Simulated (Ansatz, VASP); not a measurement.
**One calculation of BN, two programs**

```
N B
1.0
     2.60403    0.00000    0.00000
    -1.30201    2.25516    0.00000
     0.00000    0.00000    4.30976
N B
2 2
Cartesian
  0.0000 1.5034 0.5399
  1.3020 0.7517 2.6948
  0.0000 1.5034 2.1537
  1.3020 0.7517 4.3086
```

Alike in both runs: task single point; functional PBE; k mesh 12 × 12 × 6; occupations fermi-dirac, width 0.05 eV; no spin polarisation.

```csv
,VASP,Ansatz
version,VASP 6.6.1,Ansatz 0.2.0
potentials or method,"VASP PAW PBE potentials, release 64 (N, B)",Ansatz PAW soft_1
plane-wave cutoff (eV),520,420
valence electrons in the cell,16,16
```

Ansatz gave:

- gap on the k mesh at the Fermi level (eV): 5.28
- least direct gap on the mesh (eV): 7.94
- pressure (GPa): -19.6
- traceless stress, the component that is largest in VASP (GPa): -0.58
- rms of the force components (eV/Å): 0.034

Q: Which values does VASP return?

A: gap on the k mesh at the Fermi level (eV): 5.27; least direct gap on the mesh (eV): 7.94; pressure (GPa): -19.4; traceless stress, the component that is largest in VASP (GPa): -0.62; rms of the force components (eV/Å): 0.032.

Atom by atom the forces differ by 0.002 eV/Å (rms over components). With one functional, cell and mesh, what is left measures potentials, basis and numerics.
